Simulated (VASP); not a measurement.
# SbW (P2_13) in VASP: a series of runs

The runs below take SbW through single point, relaxation of cell and atoms, with PBE.

All numbers are computed with VASP 6.6.1; they aren't measurements. Logs are shortened: lines on timing, memory, paths and dates and some standing lists are left out, and cuts for length are marked.

## 1. The cell of the first run

The structure is cubic, space group P2_13 (No. 198). The conventional cell has a = 5.335 Å, b = 5.335 Å, c = 5.335 Å, α = 90.00°, β = 90.00°, γ = 90.00°. Sb (site symmetry 3) has 7 W at 2.71 to 3.01 Å and 6 Sb at 3.31 Å within 3.6 Å. W (site symmetry 3) has 7 Sb at 2.71 to 3.01 Å and 6 W at 3.27 Å within 3.6 Å.

## 2. Single point, PBE

The input, INCAR:

```
ALGO     = Normal         # electronic algorithm
EDIFF    = 1E-6           # SCF threshold, eV
ENCUT    = 520            # plane-wave cutoff, eV
GGA      = PE             # functional
ISIF     = 2              # what is computed and relaxed
ISMEAR   = 0              # smearing method
LASPH    = True           # aspherical terms in the spheres
LCHARG   = False          # write CHGCAR
LREAL    = False          # projectors in reciprocal space
LWAVE    = False          # write WAVECAR
NBANDS   = 48             # bands
NELM     = 60             # most SCF steps
PREC     = Accurate       # precision mode
SIGMA    = 0.1            # smearing width, eV
```

The input, KPOINTS:

```
k-points
0
Gamma
  4 4 4
```

The input, POSCAR:

```
SbW
1.0
    5.3353325587      0.0000000000      0.0000000000
    0.0000000000      5.3353325587      0.0000000000
    0.0000000000      0.0000000000      5.3353325587
Sb W
4 4
Direct
    0.1590004255      0.1590004255      0.1590004255
    0.3409995745      0.8409995745      0.6590004255
    0.6590004255      0.3409995745      0.8409995745
    0.8409995745      0.6590004255      0.3409995745
    0.8659517657      0.8659517657      0.8659517657
    0.6340482343      0.1340482343      0.3659517657
    0.3659517657      0.6340482343      0.1340482343
    0.1340482343      0.3659517657      0.6340482343
```

Potentials or basis: VASP PAW PBE potentials, release 64 (Sb, W_sv).

Run with:

```sh
> cat potpaw_PBE.64/Sb/POTCAR potpaw_PBE.64/W_sv/POTCAR > POTCAR
> mpirun -np 1 vasp_std > vasp.out
```

OUTCAR:

```text
EDIFF = 1E-6
   ENCUT = 520
   GGA = PE
   ISIF = 2
   ISMEAR = 0
   LASPH = True
   LREAL = False
   NELM = 60
   PREC = Accurate

 ion  position               nearest neighbor table
   1  0.159  0.159  0.159-   5 2.71   6 2.77   7 2.77   8 2.77   8 3.01   7 3.01   6 3.01   2 3.31
                             3 3.31   4 3.31   4 3.31   3 3.31   2 3.31
   2  0.341  0.841  0.659-   6 2.71   5 2.77   7 2.77   8 2.77   8 3.01   7 3.01   5 3.01   4 3.31
                             1 3.31   1 3.31   3 3.31   3 3.31   4 3.31
   3  0.659  0.341  0.841-   7 2.71   6 2.77   5 2.77   8 2.77   5 3.01   6 3.01   8 3.01   4 3.31
                             1 3.31   4 3.31   2 3.31   1 3.31   2 3.31
   4  0.841  0.659  0.341-   8 2.71   6 2.77   7 2.77   5 2.77   5 3.01   6 3.01   7 3.01   3 3.31
                             1 3.31   3 3.31   1 3.31   2 3.31   2 3.31
   5  0.866  0.866  0.866-   1 2.71   2 2.77   3 2.77   4 2.77   4 3.01   3 3.01   2 3.01   6 3.27
                             6 3.27   7 3.27   8 3.27   8 3.27   7 3.27
   6  0.634  0.134  0.366-   2 2.71   1 2.77   3 2.77   4 2.77   4 3.01   3 3.01   1 3.01   7 3.27
                             8 3.27   5 3.27   5 3.27   7 3.27   8 3.27
   7  0.366  0.634  0.134-   3 2.71   2 2.77   1 2.77   4 2.77   1 3.01   2 3.01   4 3.01   6 3.27
                             8 3.27   8 3.27   6 3.27   5 3.27   5 3.27
   8  0.134  0.366  0.634-   4 2.71   2 2.77   3 2.77   1 2.77   1 3.01   2 3.01   3 3.01   6 3.27
                             7 3.27   7 3.27   5 3.27   5 3.27   6 3.27

  LATTYP: Found a simple cubic cell.
 ALAT       =     5.3353325587

  Lattice vectors:

 A1 = (   5.3353325587,   0.0000000000,   0.0000000000)
 A2 = (   0.0000000000,   5.3353325587,   0.0000000000)
 A3 = (   0.0000000000,   0.0000000000,   5.3353325587)

Analysis of symmetry for initial positions (statically):
=====================================================================
 Subroutine PRICEL returns:
 Original cell was already a primitive cell.

 Routine SETGRP: Setting up the symmetry group for a
 simple cubic supercell.

 Subroutine GETGRP returns: Found 12 space group operations
 (whereof  3 operations were pure point group operations)
 out of a pool of 48 trial point group operations.

The static configuration has the point symmetry C_3 .
 The point group associated with its full space group is T   .

Analysis of symmetry for dynamics (positions and initial velocities):
=====================================================================
 Subroutine PRICEL returns:
 Original cell was already a primitive cell.

 Routine SETGRP: Setting up the symmetry group for a
 simple cubic supercell.

 Subroutine GETGRP returns: Found 12 space group operations
 (whereof  3 operations were pure point group operations)
 out of a pool of 48 trial point group operations.

The dynamic configuration has the point symmetry C_3 .
 The point group associated with its full space group is T   .

 Subroutine INISYM returns: Found 12 space group operations
 (whereof  3 operations are pure point group operations),
 and found     1 'primitive' translations

----------------------------------------------------------------------------------------

                                     Primitive cell

  volume of cell :     151.8744

  direct lattice vectors                    reciprocal lattice vectors
     5.335332559  0.000000000  0.000000000     0.187429741  0.000000000  0.000000000
     0.000000000  5.335332559  0.000000000     0.000000000  0.187429741  0.000000000
     0.000000000  0.000000000  5.335332559     0.000000000  0.000000000  0.187429741

  length of vectors
     5.335332559  5.335332559  5.335332559     0.187429741  0.187429741  0.187429741

  position of ions in fractional coordinates (direct lattice)
     0.159000425  0.159000425  0.159000425
     0.340999575  0.840999575  0.659000425
     0.659000425  0.340999575  0.840999575
     0.840999575  0.659000425  0.340999575
     0.865951766  0.865951766  0.865951766
     0.634048234  0.134048234  0.365951766
     0.365951766  0.634048234  0.134048234
     0.134048234  0.365951766  0.634048234

  ion indices of the primitive-cell ions
   primitive index   ion index
                 1           1
                 2           2
                 3           3
                 4           4
                 5           5
                 6           6
                 7           7
                 8           8

----------------------------------------------------------------------------------------

 KPOINTS: k-points

Automatic generation of k-mesh.
 Grid dimensions read from file:
 generate k-points for:    4    4    4

 Generating k-lattice:

  Cartesian coordinates                     Fractional coordinates (reciprocal lattice)
     0.046857435  0.000000000  0.000000000     0.250000000  0.000000000  0.000000000
     0.000000000  0.046857435  0.000000000     0.000000000  0.250000000  0.000000000
     0.000000000  0.000000000  0.046857435     0.000000000  0.000000000  0.250000000

  Length of vectors
     0.046857435  0.046857435  0.046857435

  Shift w.r.t. Gamma in fractional coordinates (k-lattice)
     0.000000000  0.000000000  0.000000000

 Subroutine IBZKPT returns following result:
 ===========================================

 Found     11 irreducible k-points:

 Following reciprocal coordinates:
            Coordinates               Weight
  0.000000  0.000000  0.000000      1.000000
  0.250000  0.000000  0.000000      6.000000
  0.500000  0.000000  0.000000      3.000000
  0.250000  0.250000  0.000000     12.000000
  0.500000  0.250000  0.000000      6.000000
 -0.250000  0.500000  0.000000      6.000000
  0.500000  0.500000  0.000000      3.000000
  0.250000  0.250000  0.250000      8.000000
  0.500000  0.250000  0.250000     12.000000
  0.500000  0.500000  0.250000      6.000000
  0.500000  0.500000  0.500000      1.000000
   k-points           NKPTS =     11   k-points in BZ     NKDIM =     11   number of bands    NBANDS=     48
   number of dos      NEDOS =    301   number of ions     NIONS =      8
   total plane-waves  NPLWV =  64000
   dimension x,y,z NGX =    40 NGY =   40 NGZ =   40
   dimension x,y,z NGXF=    80 NGYF=   80 NGZF=   80
   ions per type =               4   4
   NGX,Y,Z   is equivalent  to a cutoff of  12.46, 12.46, 12.46 a.u.
   NGXF,Y,Z  is equivalent  to a cutoff of  24.93, 24.93, 24.93 a.u.
 SYSTEM =  unknown system
   PREC   = accura    normal or accurate (medium, high low for compatibility)
   ISTART =      0    job   : 0-new  1-cont  2-samecut
   ICHARG =      2    charge: 1-file 2-atom 10-const
   ISPIN  =      1    spin polarized calculation?
   LNONCOLLINEAR =      F non collinear calculations
   LSORBIT =      F    spin-orbit coupling
   LASPH  =      T    aspherical Exc in radial PAW
   ENCUT  =  520.0 eV  38.22 Ry    6.18 a.u.   9.92  9.92  9.92*2*pi/ulx,y,z
   NELM   =     60;   NELMIN=  2; NELMDL= -5     # of ELM steps
   EDIFF  = 0.1E-05   stopping-criterion for ELM
   LREAL  =      F    real-space projection
   EDIFFG = 0.1E-04   stopping-criterion for IOM
   NSW    =      0    number of steps for IOM
   IBRION =     -1    ionic relax: 0-MD 1-quasi-New 2-CG
   NFREE  =      0    steps in history (QN), initial steepest desc. (CG)
   ISIF   =      2    stress and relaxation
   ISYM   =      2    0-nonsym 1-usesym 2-fastsym
   POTIM  = 0.5000    time-step for ionic-motion
   TEBEG  =    0.0;   TEEND  =   0.0 temperature during run
   PSTRESS=    0.0 pullay stress
   NELECT =      76.0000    total number of electrons
   NUPDOWN=      -1.0000    fix difference up-down
   EMIN   =  10.00;   EMAX   =-10.00  energy-range for DOS
   EFERMI =   0.00;   METHOD = LEGACY
   ISMEAR =     0;   SIGMA  =   0.10  broadening in eV -4-tet -1-fermi 0-gaus
   EFERMI_NEDOS =   21; number of points for ismear=-14 and -15
   IALGO  =     38    algorithm
   IMIX   =      4    mixing-type and parameters
     AMIX     =   0.40;   BMIX     =  1.00
     AMIX_MAG =   1.60;   BMIX_MAG =  1.00
  volume/ion in A,a.u.               =      18.98       128.11
  Fermi-wavevector in a.u.,A,eV,Ry     =   1.299724  2.456123 22.984090  1.689283
  Thomas-Fermi vector in A             =   2.430969
   LORBIT       =      0    0 simple, 1 ext, 2 COOP (PROOUT), +10 PAW based schemes
   GGA     = PE    functional components
   LHFCALC =     F    Hartree Fock is set to
   AEXX    =    0.0000 exact exchange contribution
   IVDW    =     0    specifies the selected vdW correction
   LEPSILON=     F    determine dielectric tensor
   LRPA    =     F    only Hartree local field effects (RPA)
 non-spin polarized calculation
 Gauss-broadening in eV      SIGMA  =   0.10
  energy-cutoff  :      520.00
  volume of cell :      151.87
 maximum number of plane-waves:      4130
   NGX = 19   NGY = 19   NGZ = 19

 number of electron      76.0000004 magnetization

 Free energy of the ion-electron system (eV)
  ---------------------------------------------------
  ext. energy  EPLUGINS =         0.00000000
  ---------------------------------------------------
  free energy    TOTEN  =       -63.34769544 eV

  energy without entropy =      -63.30430258  energy(sigma->0) =      -63.32599901

 E-fermi :  11.4804     XC(G=0): -12.1818

 val. band max:       11.4486471775   @ k =   0.2500   0.2500   0.0000
 cond. band min:      11.4913744974   @ k =   0.2500   0.0000   0.0000
 fundamental gap:      0.0427273199
 Fermi energy:        11.4803905511

 k-point     1 :       0.0000    0.0000    0.0000
  band No.  band energies     occupation
      1     -62.7394      2.00000
      2     -62.7285      2.00000
      3     -62.7285      2.00000
      4     -62.7285      2.00000
      5     -27.0478      2.00000
      6     -27.0478      2.00000
[... 40 lines left out ...]
     47      13.7938      0.00000
     48      15.3336      0.00000
[... 508 lines left out ...]
     47      13.5837      0.00000
     48      13.5837      0.00000

------------------------ aborting loop because EDIFF is reached ----------------------------------------

  FORCE on cell =-STRESS in cart. coord.  units (eV):
  Direction    XX          YY          ZZ          XY          YZ          ZX
  --------------------------------------------------------------------------------------
  -------------------------------------------------------------------------------------
  Total        0.0134028      0.0134028      0.0134028      0.0000000      0.0000000      0.0000000
  in kB        0.1413907      0.1413907      0.1413907      0.0000000      0.0000000      0.0000000
  external PRESSURE =       0.1413907 kB  Pullay stress =       0.0000000 kB

 VOLUME and BASIS-vectors are now :
 -----------------------------------------------------------------------------
  energy-cutoff  :      520.00
  volume of cell :      151.87
      direct lattice vectors                 reciprocal lattice vectors
     5.335332559  0.000000000  0.000000000     0.187429741  0.000000000  0.000000000
     0.000000000  5.335332559  0.000000000     0.000000000  0.187429741  0.000000000
     0.000000000  0.000000000  5.335332559     0.000000000  0.000000000  0.187429741

 POSITION                                       TOTAL-FORCE (eV/Angst)
 -----------------------------------------------------------------------------------
      0.84832      0.84832      0.84832        -0.003322     -0.003322     -0.003322
      1.81935      4.48701      3.51599         0.003322      0.003322     -0.003322
      3.51599      1.81935      4.48701        -0.003322      0.003322      0.003322
      4.48701      3.51599      1.81935         0.003322     -0.003322      0.003322
      4.62014      4.62014      4.62014         0.005673      0.005673      0.005673
      3.38286      0.71519      1.95247        -0.005673     -0.005673      0.005673
      1.95247      3.38286      0.71519         0.005673     -0.005673     -0.005673
      0.71519      1.95247      3.38286        -0.005673      0.005673     -0.005673
 -----------------------------------------------------------------------------------
    total drift:                                0.000000      0.000000      0.000000

  FREE ENERGIE OF THE ION-ELECTRON SYSTEM (eV)
  ---------------------------------------------------
  free  energy   TOTEN  =       -63.3476954363 eV

  energy  without entropy=      -63.3043025833  energy(sigma->0) =      -63.32599901
```

Run time: 83 s. Hardware: 1 thread of AMD EPYC 7R43 (Zen 3), shared host; peak memory 0.23 GiB.

What came out:

```yaml
Free_energy: -63.3477 eV
Pressure: 0.0 GPa
Largest_force: 0.010 eV/Å
Band_gap_on_the_k_mesh: zero (bands 38 and 39 overlap by 0.32 eV)
```

Forces on the atoms (eV/Å):
```
Sb  -0.003 -0.003 -0.003
Sb   0.003  0.003 -0.003
Sb  -0.003  0.003  0.003
Sb   0.003 -0.003  0.003
W    0.006  0.006  0.006
W   -0.006 -0.006  0.006
W    0.006 -0.006 -0.006
W   -0.006  0.006 -0.006
```

Caveat: spin-orbit coupling is left out, which moves the levels of the heavy elements.

## 3. Relaxation of cell and atoms, PBE

This run uses another cell than the first one, of 20.24 Å³/atom.

The input, INCAR:

```
SYSTEM = SbW
ALGO     = Normal         ! electronic algorithm
EDIFF    = 1E-6           ! SCF threshold, eV
EDIFFG   = -0.04          ! ionic threshold
ENCUT    = 600            ! plane-wave cutoff, eV
GGA      = PE             ! functional
IBRION   = 2              ! ionic algorithm
ISIF     = 3              ! what is computed and relaxed
ISMEAR   = 0              ! smearing method
LASPH    = .TRUE.         ! aspherical terms in the spheres
LCHARG   = .FALSE.        ! write CHGCAR
LREAL    = .FALSE.        ! projectors in reciprocal space
LWAVE    = .FALSE.        ! write WAVECAR
NELM     = 100            ! most SCF steps
NSW      = 90             ! ionic steps
PREC     = Accurate       ! precision mode
SIGMA    = 0.1            ! smearing width, eV
```

The input, KPOINTS:

```
k-points
0
G
  4 4 4
  0 0 0
```

The input, POSCAR:

```
SbW
1.0
    5.4504974739      0.0000000000      0.0000000000
    0.0000000000      5.4504974739      0.0000000000
    0.0000000000      0.0000000000      5.4504974739
Sb W
4 4
Direct
    0.1340000000      0.1340000000      0.1340000000
    0.3660000000      0.8660000000      0.6340000000
    0.6340000000      0.3660000000      0.8660000000
    0.8660000000      0.6340000000      0.3660000000
    0.8445000000      0.8445000000      0.8445000000
    0.6555000000      0.1555000000      0.3445000000
    0.3445000000      0.6555000000      0.1555000000
    0.1555000000      0.3445000000      0.6555000000
```

Potentials or basis: VASP PAW PBE potentials, release 64 (Sb, W_sv).

Run with:

```sh
> cat potpaw_PBE.64/Sb/POTCAR potpaw_PBE.64/W_sv/POTCAR > POTCAR
> mpirun -np 1 vasp_std > vasp.out
```

It took 18 min on 1 thread of AMD EPYC 7R43 (Zen 3), shared host; peak memory 0.36 GiB.

The run converged. Its results:

```yaml
Free_energy: -63.3497 eV
Relaxed_volume: 18.99 Å³/atom
Relaxed_cell: a = 5.336 Å, b = 5.336 Å, c = 5.336 Å, α = 90.00°, β = 90.00°, γ = 90.00°
Space_group_after_relaxing_to_0.1_Å: P2_13 (No. 198)
Energy_gained_by_relaxing: 191.0 meV/atom
Ionic_steps: 13
Pressure_after_relaxing: 0.0 GPa
Largest_force_after_relaxing: 0.014 eV/Å
Band_gap_on_the_k_mesh: zero (bands 38 and 39 overlap by 0.32 eV)
```

Forces on the atoms (eV/Å):
```
Sb   0.008  0.008  0.008
Sb  -0.008 -0.008  0.008
Sb   0.008 -0.008 -0.008
Sb  -0.008  0.008 -0.008
W    0.001  0.001  0.001
W   -0.001 -0.001  0.001
W    0.001 -0.001 -0.001
W   -0.001  0.001 -0.001
```

The path:
| step | energy change (eV) | largest force (eV/Å) | pressure (GPa) | volume (Å³) |
| --- | --- | --- | --- | --- |
| 1 | 0.0000 | 1.4142 | -7.97 | 161.92 |
| 2 | -0.1369 | 1.8788 | 17.27 | 139.45 |
| 3 | -0.4774 | 1.7511 | 3.77 | 149.06 |
| 4 | -1.1534 | 0.7646 | 4.46 | 146.79 |
| 5 | -1.2895 | 0.5814 | 6.61 | 145.32 |
| 6 | -1.1301 | 0.6028 | -9.67 | 161.36 |
| 7 | -1.4274 | 0.5485 | -0.86 | 151.49 |
| 8 | -1.4856 | 0.3785 | -0.52 | 151.44 |
| 9 | -1.5259 | 0.0758 | 0.43 | 151.35 |
| 10 | -1.5259 | 0.0837 | 0.47 | 151.34 |
| 11 | -1.5251 | 0.0711 | -0.96 | 152.79 |
| 12 | -1.5271 | 0.0784 | -0.15 | 151.96 |
| 13 | -1.5281 | 0.0138 | 0.00 | 151.92 |

Final structure:
```yaml
crystal:
  lattice:
    - [5.33585, 0.00000, 0.00000]
    - [0.00000, 5.33585, 0.00000]
    - [0.00000, 0.00000, 5.33585]
  atoms:
    - { symbol: Sb, position: [0.15887, 0.15887, 0.15887] }
    - { symbol: Sb, position: [0.34113, 0.84113, 0.65887] }
    - { symbol: Sb, position: [0.65887, 0.34113, 0.84113] }
    - { symbol: Sb, position: [0.84113, 0.65887, 0.34113] }
    - { symbol: W, position: [0.86602, 0.86602, 0.86602] }
    - { symbol: W, position: [0.63398, 0.13398, 0.36602] }
    - { symbol: W, position: [0.36602, 0.63398, 0.13398] }
    - { symbol: W, position: [0.13398, 0.36602, 0.63398] }
```

Levels at points of the mesh, in eV from the Fermi level:
```csv
k point,band 35,band 36,band 37,band 38,band 39,band 40,band 41,band 42
"(0.00, 0.00, 0.00)",-2.23,0.12,0.12,0.12,0.80,0.80,1.68,1.68
"(0.50, 0.00, 0.00)",-1.11,-1.11,0.20,0.20,0.48,0.48,1.11,1.11
"(0.50, 0.50, 0.00)",-1.02,-1.02,-0.95,-0.95,0.10,0.10,1.20,1.20
"(0.50, 0.50, 0.50)",-0.65,-0.65,-0.08,-0.08,-0.08,-0.08,1.00,1.00
```

Caveat: spin-orbit coupling is left out, which moves the levels of the heavy elements.

The gap in the log of VASP goes by the Fermi energy; the results here count the filled bands.